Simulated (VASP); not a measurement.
# Si2Mo in VASP: further runs, part 2 of 2

VASP 6.6.1. Earlier steps stand in the parts before.

### Step 3. Single point, PBEsol (atoms displaced along a vibrational mode, the cell strained)

INCAR reads:

```
  PREC = Accurate
  ENCUT = 520
  EDIFF = 1E-7
  ISMEAR = 0
  SIGMA = 0.15
  LREAL = False
  LASPH = True
  NELM = 60
  ALGO = Normal
  ISIF = 2
  LWAVE = False
  LCHARG = False
  GGA = PS
  NBANDS = 18
```

KPOINTS reads:

```
regular mesh
0
Gamma
  18 18 18
```

POSCAR reads:

```
Si2Mo
1.0
   -1.5552445885      1.5552445885      3.8131363385
    1.5552445885     -1.5552445885      3.8131363385
    1.5552445885      1.5552445885     -3.8131363385
Si Mo
2 1
Direct
    0.3350567058      0.3254022758     -0.0096544300
    0.6649432942      0.6552888642     -0.0096544300
    0.0000000000      0.0056517909      0.0056517909
```

Potentials or basis: VASP PAW PBE potentials, release 64 (Si, Mo_sv).

On the command line:

```sh
cat potpaw_PBE.64/Si/POTCAR potpaw_PBE.64/Mo_sv/POTCAR > POTCAR
mpirun -np 1 vasp_std > vasp.out
```

OUTCAR:

```text
PREC = Accurate
   ENCUT = 520
   EDIFF = 1E-7
   ISMEAR = 0
   LREAL = False
   LASPH = True
   NELM = 60
   ISIF = 2
   GGA = PS

 ion  position               nearest neighbor table
   1  0.335  0.325  0.990-   3 2.50   3 2.50   2 2.52   2 2.55   2 2.55   2 2.55   2 2.55   3 2.56
                             3 2.56   3 2.56
   2  0.665  0.655  0.990-   3 2.50   3 2.50   1 2.52   1 2.55   1 2.55   1 2.55   1 2.55   3 2.56
                             3 2.56   3 2.56
   3  0.000  0.006  0.006-   2 2.50   2 2.50   1 2.50   1 2.50   2 2.56   1 2.56   1 2.56   2 2.56
                             2 2.56   1 2.56

  LATTYP: Found a body centered tetragonal cell.
 ALAT       =     3.1104891770
 C/A-ratio  =     2.4517920633

  Lattice vectors:

 A1 = (  -1.5552445885,   1.5552445885,   3.8131363385)
 A2 = (   1.5552445885,  -1.5552445885,   3.8131363385)
 A3 = (   1.5552445885,   1.5552445885,  -3.8131363385)

Analysis of symmetry for initial positions (statically):
=====================================================================
 Subroutine PRICEL returns:
 Original cell was already a primitive cell.

 Routine SETGRP: Setting up the symmetry group for a
 body centered tetragonal supercell.

 Subroutine GETGRP returns: Found  4 space group operations
 (whereof  4 operations were pure point group operations)
 out of a pool of 16 trial point group operations.

The static configuration has the point symmetry C_2v.

Analysis of symmetry for dynamics (positions and initial velocities):
=====================================================================
 Subroutine PRICEL returns:
 Original cell was already a primitive cell.

 Routine SETGRP: Setting up the symmetry group for a
 body centered tetragonal supercell.

 Subroutine GETGRP returns: Found  4 space group operations
 (whereof  4 operations were pure point group operations)
 out of a pool of 16 trial point group operations.

The dynamic configuration has the point symmetry C_2v.

 Subroutine INISYM returns: Found  4 space group operations
 (whereof  4 operations are pure point group operations),
 and found     1 'primitive' translations

----------------------------------------------------------------------------------------

                                     Primitive cell

  volume of cell :      36.8926

  direct lattice vectors                    reciprocal lattice vectors
    -1.555244588  1.555244588  3.813136339     0.000000000  0.321492840  0.131125655
     1.555244588 -1.555244588  3.813136339     0.321492840  0.000000000  0.131125655
     1.555244588  1.555244588 -3.813136339     0.321492840  0.321492840  0.000000000

  length of vectors
     4.401997296  4.401997296  4.401997296     0.347205391  0.347205391  0.454659535

  position of ions in fractional coordinates (direct lattice)
     0.335056706  0.325402276  0.990345570
     0.664943294  0.655288864  0.990345570
     0.000000000  0.005651791  0.005651791

  ion indices of the primitive-cell ions
   primitive index   ion index
                 1           1
                 2           2
                 3           3

----------------------------------------------------------------------------------------

 KPOINTS: regular mesh

Automatic generation of k-mesh.
 Grid dimensions read from file:
[... 23 lines left out ...]
  0.055556  0.000000 -0.000000      4.000000
  0.000000  0.055556 -0.000000      4.000000
  0.111111  0.000000 -0.000000      4.000000
  0.000000  0.111111 -0.000000      4.000000
  0.166667  0.000000 -0.000000      4.000000
[... 16 lines left out ...]
  0.166667  0.055556  0.000000      8.000000
  0.000000  0.222222 -0.055556      8.000000
 [... further k-points ...]
   k-points           NKPTS =    865   k-points in BZ     NKDIM =    865   number of bands    NBANDS=     18
   number of dos      NEDOS =    301   number of ions     NIONS =      3
   total plane-waves  NPLWV =  46656
   dimension x,y,z NGX =    36 NGY =   36 NGZ =   36
   dimension x,y,z NGXF=    72 NGYF=   72 NGZF=   72
   ions per type =               2   1
   NGX,Y,Z   is equivalent  to a cutoff of  13.60, 13.60, 13.60 a.u.
   NGXF,Y,Z  is equivalent  to a cutoff of  27.19, 27.19, 27.19 a.u.
 SYSTEM =  unknown system
   PREC   = accura    normal or accurate (medium, high low for compatibility)
   ISTART =      0    job   : 0-new  1-cont  2-samecut
   ICHARG =      2    charge: 1-file 2-atom 10-const
   ISPIN  =      1    spin polarized calculation?
   LNONCOLLINEAR =      F non collinear calculations
   LSORBIT =      F    spin-orbit coupling
   LASPH  =      T    aspherical Exc in radial PAW
   ENCUT  =  520.0 eV  38.22 Ry    6.18 a.u.   8.18  8.18  8.18*2*pi/ulx,y,z
   NELM   =     60;   NELMIN=  2; NELMDL= -5     # of ELM steps
   EDIFF  = 0.1E-06   stopping-criterion for ELM
   LREAL  =      F    real-space projection
   EDIFFG = 0.1E-05   stopping-criterion for IOM
   NSW    =      0    number of steps for IOM
   IBRION =     -1    ionic relax: 0-MD 1-quasi-New 2-CG
   NFREE  =      0    steps in history (QN), initial steepest desc. (CG)
   ISIF   =      2    stress and relaxation
   ISYM   =      2    0-nonsym 1-usesym 2-fastsym
   POTIM  = 0.5000    time-step for ionic-motion
   TEBEG  =    0.0;   TEEND  =   0.0 temperature during run
   PSTRESS=    0.0 pullay stress
   NELECT =      22.0000    total number of electrons
   NUPDOWN=      -1.0000    fix difference up-down
   EMIN   =  10.00;   EMAX   =-10.00  energy-range for DOS
   EFERMI =   0.00;   METHOD = LEGACY
   ISMEAR =     0;   SIGMA  =   0.15  broadening in eV -4-tet -1-fermi 0-gaus
   EFERMI_NEDOS =   21; number of points for ismear=-14 and -15
   IALGO  =     38    algorithm
   IMIX   =      4    mixing-type and parameters
     AMIX     =   0.40;   BMIX     =  1.00
     AMIX_MAG =   1.60;   BMIX_MAG =  1.00
  volume/ion in A,a.u.               =      12.30        82.99
  Fermi-wavevector in a.u.,A,eV,Ry     =   1.377957  2.603962 25.834291  1.898767
  Thomas-Fermi vector in A             =   2.503063
   LORBIT       =      0    0 simple, 1 ext, 2 COOP (PROOUT), +10 PAW based schemes
   GGA     = PS    functional components
   LHFCALC =     F    Hartree Fock is set to
   AEXX    =    0.0000 exact exchange contribution
   IVDW    =     0    specifies the selected vdW correction
   LEPSILON=     F    determine dielectric tensor
   LRPA    =     F    only Hartree local field effects (RPA)
 non-spin polarized calculation
 Gauss-broadening in eV      SIGMA  =   0.15
  energy-cutoff  :      520.00
  volume of cell :       36.89
 maximum number of plane-waves:      1015
 NGX is ok and might be reduce to    36
   NGX = 17   NGY = 17   NGZ = 17

 number of electron      22.0000000 magnetization

 Free energy of the ion-electron system (eV)
  ---------------------------------------------------
  ext. energy  EPLUGINS =         0.00000000
  ---------------------------------------------------
  free energy    TOTEN  =       -24.88811342 eV

  energy without entropy =      -24.88552389  energy(sigma->0) =      -24.88681865

 E-fermi :  13.5056     XC(G=0): -12.9255

 val. band max:       13.4916827446   @ k =  -0.4444  -0.4444   0.4444
 cond. band min:      13.5084021310   @ k =  -0.4444  -0.4444   0.2778
 fundamental gap:      0.0167193864
 Fermi energy:        13.5055975844

 k-point     1 :       0.0000    0.0000    0.0000
  band No.  band energies     occupation
      1     -46.9916      2.00000
      2     -21.2447      2.00000
      3     -21.1131      2.00000
      4     -21.1115      2.00000
      5      -0.5810      2.00000
      6       6.5517      2.00000
[... 481 lines left out ...]
      5       0.0695      2.00000
      6       6.4412      2.00000
[... 10 lines left out ...]
     17      20.1060      0.00000
     18      21.3017      0.00000

 [... further k-points ...]

------------------------ aborting loop because EDIFF is reached ----------------------------------------

  FORCE on cell =-STRESS in cart. coord.  units (eV):
  Direction    XX          YY          ZZ          XY          YZ          ZX
  --------------------------------------------------------------------------------------
  -------------------------------------------------------------------------------------
  Total        4.5217535      4.5683898      5.1325956      0.0000000      0.0000000      0.0000000
  in kB      196.3711750    198.3965008    222.8988918      0.0000000      0.0000000      0.0000000
  external PRESSURE =     205.8888559 kB  Pullay stress =       0.0000000 kB

 VOLUME and BASIS-vectors are now :
 -----------------------------------------------------------------------------
  energy-cutoff  :      520.00
  volume of cell :       36.89
      direct lattice vectors                 reciprocal lattice vectors
    -1.555244588  1.555244588  3.813136339     0.000000000  0.321492840  0.131125655
     1.555244588 -1.555244588  3.813136339     0.321492840  0.000000000  0.131125655
     1.555244588  1.555244588 -3.813136339     0.321492840  0.321492840  0.000000000

 POSITION                                       TOTAL-FORCE (eV/Angst)
 -----------------------------------------------------------------------------------
      1.52521      1.55524     -1.25790         0.326962     -0.000000     -0.217342
      1.52521      1.55524      1.25790         0.326962     -0.000000      0.217342
      0.01758      0.00000      0.00000        -0.653925      0.000000     -0.000000
 -----------------------------------------------------------------------------------
    total drift:                               -0.000018     -0.000000     -0.000000

  FREE ENERGIE OF THE ION-ELECTRON SYSTEM (eV)
  ---------------------------------------------------
  free  energy   TOTEN  =       -24.8881134185 eV

  energy  without entropy=      -24.8855238882  energy(sigma->0) =      -24.88681865
```

stdout:

```text
POSCAR found type information on POSCAR SiMo
 POSCAR found :  2 types and       3 ions
 scaLAPACK will be used
 -----------------------------------------------------------------------------
|                                                                             |
|                                                                             |
|     You enforced a specific xc type in the INCAR file but a different       |
|     I HOPE YOU KNOW WHAT YOU ARE DOING!                                     |
|                                                                             |
 -----------------------------------------------------------------------------

 LDA part: xc-table for (Slater+PW92), standard interpolation
 POSCAR, INCAR and KPOINTS ok, starting setup
 FFT: planning ... GRIDC
 FFT: planning ... GRID_SOFT
 FFT: planning ... GRID
 WAVECAR not read
 entering main loop
```

It took 6.3 min on 1 thread of Intel Xeon Platinum 8559C (Emerald Rapids), shared host; peak memory 0.63 GiB.

Results:

| Item | Value |
| --- | --- |
| Free energy | -24.8881 eV |
| Pressure | 20.6 GPa |
| Largest force | 0.654 eV/Å |
| Band gap on the k mesh | zero (bands 11 and 12 overlap by 0.93 eV) |

Forces on the atoms (eV/Å):
```
Si   0.327  0.000 -0.217
Si   0.327  0.000  0.217
Mo  -0.654  0.000  0.000
```

Caveat: the cell differs from its parent crystal (atoms displaced along a vibrational mode, the cell strained); the cell stands under pressure; the PAW data sets were made with another functional, which shifts forces and pressure a little.
